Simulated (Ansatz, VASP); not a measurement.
**Two plane-wave programs on PtS2**

Contents of POSCAR:

```
PtS2
1.0
    3.5480284074     -0.0328815182     -0.0158716454
   -1.8024904338      3.0642195277     -0.0283226983
   -0.0250329691     -0.0660343436      5.5285234555
Pt S
1 2
Direct
    0.0023809043      0.0148544964     -0.0039018414
    0.3441541743      0.6631264906      0.2299192334
    0.6534649214      0.3220190130      0.7739826080
```

File INCAR.step1:

```
SYSTEM = PtS2
PREC = Accurate
ENCUT = 550
ISMEAR = 0
SIGMA = 0.05
LREAL = .FALSE.
LASPH = .TRUE.
NELM = 120
NBANDS = 18
GGA = PE
ALGO = Normal
EDIFF = 1E-5
LWAVE = .TRUE.
LCHARG = .FALSE.
GGA_COMPAT = .FALSE.
```

INCAR.step2

```
SYSTEM = PtS2
PREC = Accurate
ENCUT = 550
EDIFF = 1E-6
ISMEAR = 0
SIGMA = 0.05
LREAL = .FALSE.
LASPH = .TRUE.
NELM = 120
ALGO = Normal
ISIF = 2
LWAVE = .FALSE.
LCHARG = .TRUE.
METAGGA = R2SCAN
LMIXTAU = .TRUE.
LELF = .TRUE.
LVHAR = .TRUE.
NBANDS = 18
ISTART = 1
GGA_COMPAT = .FALSE.
```

The input KPOINTS:

```
Automatic mesh
0
G
  8 8 4
  0 0 0
```

Input for Ansatz:

```yaml
crystal:
  lattice:
    - [3.5480284074, -0.0328815182, -0.0158716454]
    - [-1.8024904338, 3.0642195277, -0.0283226983]
    - [-0.0250329691, -0.0660343436, 5.5285234555]
  atoms:
    - { symbol: Pt, position: [0.0023809043, 0.0148544964, -0.0039018414] }
    - { symbol: S, position: [0.3441541743, 0.6631264906, 0.2299192334] }
    - { symbol: S, position: [0.6534649214, 0.322019013, 0.773982608] }
basis:
  ecutwfc: 500
  ecutrho_ratio: 4
kpoints:
  mp_grid: { grid: [8, 8, 4] }
hamiltonian:
  xc: r2scan
scf:
  occupations: { method: gaussian, width: 0.05 }
output:
  forces: true
  stress: true
  eigenvalues: true
```

Change from the starting cell: all atoms moved at random (sigma 0.06 Å), cell strained at random (1 %).

Alike in both runs: task single point; functional r2SCAN; k mesh 8 × 8 × 4; occupations gaussian, width 0.05 eV; no spin polarisation.

|  | VASP | Ansatz |
| --- | --- | --- |
| version | VASP 6.6.1 | Ansatz 0.2.0 |
| potentials or method | VASP PAW PBE potentials, release 64 (Pt, S), cutoff 550 eV | scalar-relativistic, plane waves, PAW |
| valence electrons in the cell | 22 | 30 |

|  | VASP | Ansatz | Ansatz less VASP |
| --- | --- | --- | --- |
| gap on the k mesh at the Fermi level (eV) | 1.12 | 1.13 | +0.007 |
| least direct gap on the mesh (eV) | 1.24 | 1.25 | +0.006 |
| pressure (GPa) | 0.0 | 0.0 | +0.06 |
| traceless stress, the component that is largest in VASP (GPa) | 2.06 | 2.06 | +0.003 |
| rms of the force components (eV/Å) | 0.565 | 0.565 | -0.0005 |

VASP's potentials were made for PBE, not for r2SCAN. Atom by atom the forces differ by 0.003 eV/Å (rms over components). The functional is the same, so the differences come from potentials, cutoffs and numerics. VASP's potentials hold 22 valence electrons a cell and Ansatz's 30, so a difference there can come from the potentials and not from the codes.

Neither program's run includes spin-orbit coupling.
